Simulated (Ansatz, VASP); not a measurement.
**Two plane-wave programs on GaAs**

```
As Ga
1.0
     0.00000    2.85512    2.82685
     2.85512    0.00000    2.82685
     2.85512    2.85512    0.00000
As Ga
1 1
Direct
  0.75000 0.75000 0.75000
  0.00000 0.00000 0.00000
```

Alike in both runs: functional PBEsol; k mesh 7 × 7 × 7; occupations fermi-dirac, width 0.05 eV; no spin polarisation.

|  | VASP | Ansatz |
| --- | --- | --- |
| version | VASP 6.6.1 | Ansatz 0.2.0 |
| potentials or method | VASP PAW PBE potentials, release 64 (As, Ga_d) | Ansatz PAW |
| plane-wave cutoff (eV) | 520 | 420 |
| valence electrons in the cell | 18 | 28 |
| task | single point | band structure |

Ansatz gave:

- gap on the k mesh at the Fermi level (eV): 0.26
- least direct gap on the mesh (eV): 0.26
- pressure (GPa): -1.2
- traceless stress, the component that is largest in VASP (GPa): 0.39

Estimate VASP's values.

gap on the k mesh at the Fermi level (eV): 0.27; least direct gap on the mesh (eV): 0.27; pressure (GPa): -1.0; traceless stress, the component that is largest in VASP (GPa): 0.39.

VASP's potentials were made for PBE, not for PBEsol. With one functional, cell and mesh, what is left measures potentials, basis and numerics. VASP's potentials hold 18 valence electrons a cell and Ansatz's 28, so a difference there can come from the potentials and not from the codes.
